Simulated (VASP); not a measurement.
Pt: single point with PBEsol

The system is Pt.

```
CELL_PARAMETERS angstrom
2.48015 0.00000 0.00000
0.00000 2.48015 0.00000
0.00000 0.00000 2.48015
ATOMIC_POSITIONS crystal
Pt 0.00000 0.00000 0.00000
```

This cell differs from its parent crystal: volume scaled by 0.88.

| Item | Value |
| --- | --- |
| Program | VASP 6.6.1 |
| Task | single point |
| Functional | PBEsol |
| Potentials or basis | VASP PAW PBE potentials, release 64 (Pt) |
| Cutoff | 520 eV |
| k mesh | 14 × 14 × 14 |
| Occupations | fermi-dirac, width 0.1 eV |
| Spin | no spin polarisation |
| Dipole correction | no |
| Further INCAR settings | ALGO = Normal; EDIFF = 1e-06; NBANDS = 11 |

```
Pressure               : 38.3 GPa
Band gap on the k mesh : zero (band 5 reaches 13.72 eV, above the bottom of band 6 at 9.52 eV)
```

Levels at points of the mesh, in eV from the Fermi level:
| k point | band 2 | band 3 | band 4 | band 5 | band 6 | band 7 | band 8 | band 9 |
| --- | --- | --- | --- | --- | --- | --- | --- | --- |
| (0.00, 0.00, 0.00) | -7.22 | -7.22 | 0.48 | 0.48 | 0.48 | 16.05 | 16.05 | 16.05 |
| (0.50, 0.00, 0.00) | -6.47 | -2.40 | -2.40 | -1.34 | 0.77 | 5.59 | 16.38 | 20.35 |
| (0.50, 0.50, 0.00) | -5.79 | -1.86 | -1.86 | 2.58 | 4.48 | 4.48 | 11.74 | 14.50 |
| (0.50, 0.50, 0.50) | -6.27 | -6.27 | 2.78 | 2.78 | 9.21 | 11.15 | 11.15 | 11.15 |

Wall time 22 s on 1 thread of Intel Xeon 8259CL, with other jobs on the host, peak memory 0.1 GiB.

Caveat: the PAW data sets were made with another functional, which shifts forces and pressure a little; spin-orbit coupling is left out, which moves the levels of the heavy elements.
